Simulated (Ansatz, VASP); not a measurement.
**Ga in VASP and in Ansatz**

INCAR

```
ALGO = Normal
EDIFF = 1E-6
ENCUT = 520
GGA = PE
ISIF = 2
ISMEAR = -1
LASPH = T
LCHARG = T
LELF = T
LREAL = F
LVHAR = T
LWAVE = F
NBANDS = 34
NELM = 60
PREC = Accurate
SIGMA = 0.1
```

Contents of KPOINTS:

```
k-points
0
Gamma
  4 4 4
```

Contents of POSCAR:

```
Ga
1.0
    2.3107968683     -3.8729233244      0.0000000000
    2.3107968683      3.8729233244      0.0000000000
    0.0000000000      0.0000000000      4.5463111460
Ga
4
Direct
    0.8442122196      0.1557877804      0.0839449706
    0.6557877804      0.3442122196      0.5839449706
    0.1557877804      0.8442122196      0.9160550294
    0.3442122196      0.6557877804      0.4160550294
```

Input for Ansatz:

```yaml
crystal:
  lattice:
    - [2.3107968683, -3.8729233244, 0.0]
    - [2.3107968683, 3.8729233244, 0.0]
    - [0.0, 0.0, 4.546311146]
  atoms:
    - { symbol: Ga, position: [0.8442122196, 0.1557877804, 0.0839449706] }
    - { symbol: Ga, position: [0.6557877804, 0.3442122196, 0.5839449706] }
    - { symbol: Ga, position: [0.1557877804, 0.8442122196, 0.9160550294] }
    - { symbol: Ga, position: [0.3442122196, 0.6557877804, 0.4160550294] }
hamiltonian:
  xc: pbe
  pseudopotentials:
    kind: paw
    azcp:
      Ga: "pseudopotentials/Ga.paw.azcp"
basis:
  ecutwfc: 420
  fft_grid_basis: typed
kpoints:
  mp_grid: { grid: [4, 4, 4], shift: [0, 0, 0] }
magnetization:
  spin_polarized: false
scf:
  occupations: { method: fermi_dirac, width: 0.1 }
  lower_state_search: "off"
output:
  stress: true
```

Alike in both runs: task single point; functional PBE; k mesh 4 × 4 × 4; occupations fermi-dirac, width 0.1 eV; no spin polarisation.

|  | VASP | Ansatz |
| --- | --- | --- |
| version | VASP 6.6.1 | Ansatz 0.2.0 |
| potentials or method | VASP PAW PBE potentials, release 64 (Ga_d), cutoff 520 eV | plane waves (420 eV) with PAW, scalar-relativistic |
| valence electrons in the cell | 52 | 52 |

VASP gave:

- pressure (GPa): 0.0
- traceless stress, the component that is largest in VASP (GPa): -0.27

Which values does Ansatz return?

Pressure (GPa): -0.1; traceless stress, the component that is largest in VASP (GPa): -0.27.

The k mesh is coarse, so the values compare programs but aren't converged.
